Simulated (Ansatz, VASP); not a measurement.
# One calculation of Pb, two programs

```xyz
1
Lattice="-1.9646 1.9646 1.9646 1.9646 -1.9646 1.9646 1.9646 1.9646 -1.9646" Properties=species:S:1:pos:R:3 pbc="T T T"
Pb    0.0000    0.0000    0.0000
```

Alike in both runs: task relaxation of cell and atoms; functional BLYP; k mesh 11 × 11 × 11; occupations fermi-dirac, width 0.1 eV; no spin polarisation.

|  | VASP | Ansatz |
| --- | --- | --- |
| version | VASP 6.6.1 | Ansatz 0.2.0 |
| potentials or method | VASP PAW PBE potentials, release 64 (Pb_d), cutoff 600 eV | plane waves (420 eV) with PAW, scalar-relativistic |
| valence electrons in the cell | 14 | 14 |

VASP gave:

| Quantity | Value |
| --- | --- |
| relaxed volume (Å³/atom) | 34.83 |
| relaxed cell length with the largest relative difference (Å) | 3.563 |

Problem. Estimate Ansatz's values.

Solution. Relaxed volume (Å³/atom): 34.79; relaxed cell length with the largest relative difference (Å): 3.562.

VASP's potentials were made for PBE, not for BLYP.

Neither program's run includes spin-orbit coupling.
